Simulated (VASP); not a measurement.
Wanted: the native input for a VASP 6.6.1 run.

* Task: single point
* Functional: PBEsol
* Potentials or basis: VASP PAW PBE potentials, release 64 (Ti_sv, Si)
* Cutoff: 520 eV
* k mesh: 12 × 12 × 10
* Occupations: gaussian, width 0.15 eV
* Spin: no spin polarisation
* Dipole correction: no
* Further INCAR settings: ALGO = Fast; EDIFF = 1e-06; NBANDS = 50

The structure of Ti3Si lies in POSCAR:

```
Ti3Si
1.0
    5.5838061708      0.0000000000      0.0000000000
   -2.7919030854      4.8357179938      0.0000000000
    0.0000000000      0.0000000000      4.0258932413
Ti Si
6 2
Direct
    0.3431759318      0.1715879659      0.7500000000
    0.8284120341      0.1715879659      0.7500000000
    0.8284120341      0.6568240682      0.7500000000
    0.6568240682      0.8284120341      0.2500000000
    0.1715879659      0.8284120341      0.2500000000
    0.1715879659      0.3431759318      0.2500000000
    0.3333333333      0.6666666667      0.7500000000
    0.6666666667      0.3333333333      0.2500000000
```

This cell differs from its parent crystal: strain -0.1000 x Voigt [0, 0, 1, 0, 0, 0].

The input as run:

INCAR

```
PREC     = Accurate       # precision mode
ENCUT    = 520            # plane-wave cutoff, eV
EDIFF    = 1E-6           # SCF threshold, eV
ISMEAR   = 0              # smearing method
SIGMA    = 0.15           # smearing width, eV
LREAL    = F              # projectors in reciprocal space
LASPH    = T              # aspherical terms in the spheres
NELM     = 60             # most SCF steps
ALGO     = Fast           # electronic algorithm
ISIF     = 2              # what is computed and relaxed
LWAVE    = F              # write WAVECAR
LCHARG   = F              # write CHGCAR
GGA      = PS             # functional
NBANDS   = 50             # bands
```

KPOINTS

```
Automatic mesh
0
Gamma
  12 12 10
```

Potentials or basis: VASP PAW PBE potentials, release 64 (Ti_sv, Si).

The run is started by

```sh
$ cat potpaw_PBE.64/Ti_sv/POTCAR potpaw_PBE.64/Si/POTCAR > POTCAR
$ mpirun -np 1 vasp_std > vasp.out
```

It gave:

* Pressure: 20.1 GPa
* Largest force: 0.031 eV/Å
* Band gap on the k mesh: zero (bands 40 and 41 overlap by 0.44 eV)

Caveat: the cell differs from its parent crystal (strain -0.1000 x Voigt [0, 0, 1, 0, 0, 0]); the cell stands under pressure; the PAW data sets were made with another functional, which shifts forces and pressure a little.

Run time: 33 min on 1 thread of Intel(R) Xeon(R) Platinum 8488C (Sapphire Rapids), with other jobs on the host, peak memory 0.55 GiB.
